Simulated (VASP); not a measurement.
A run of VASP 6.6.1 is set up as follows.

File INCAR:

```
SYSTEM = Zn
PREC = Accurate ; ENCUT = 520
EDIFF = 1E-6 ; ISMEAR = -1
SIGMA = 0.03 ; LREAL = .FALSE.
LASPH = .TRUE. ; NELM = 80
ALGO = Normal ; ISIF = 2
LWAVE = .FALSE. ; LCHARG = .FALSE.
GGA = PS ; NBANDS = 19
```

File KPOINTS:

```
Automatic mesh
0
G
  18 18 9
  0 0 0
```

The input POSCAR:

```
Zn
1.0
    2.5968132337      0.0000000000      0.0000000000
   -1.2984066169      2.2489062293      0.0000000000
    0.0000000000      0.0000000000      4.8404542559
Zn
2
Direct
    0.3333333333      0.6666666667      0.2500000000
    0.6666666667      0.3333333333      0.7500000000
```

Potentials or basis: VASP PAW PBE potentials, release 64 (Zn).

Run with:

```bash
$ cat potpaw_PBE.64/Zn/POTCAR > POTCAR
$ mpirun -np 1 vasp_std > vasp.out
```

Estimate the pressure.

1.0 GPa.

Predict the band gap on the k mesh.

zero (bands 12 and 13 overlap by 4.71 eV).

Stress tensor (GPa, compression positive):
```
0.43 0.00 0.00
0.00 0.43 0.00
0.00 0.00 2.05
```

Caveat: the PAW data sets were made with another functional, which shifts forces and pressure a little.
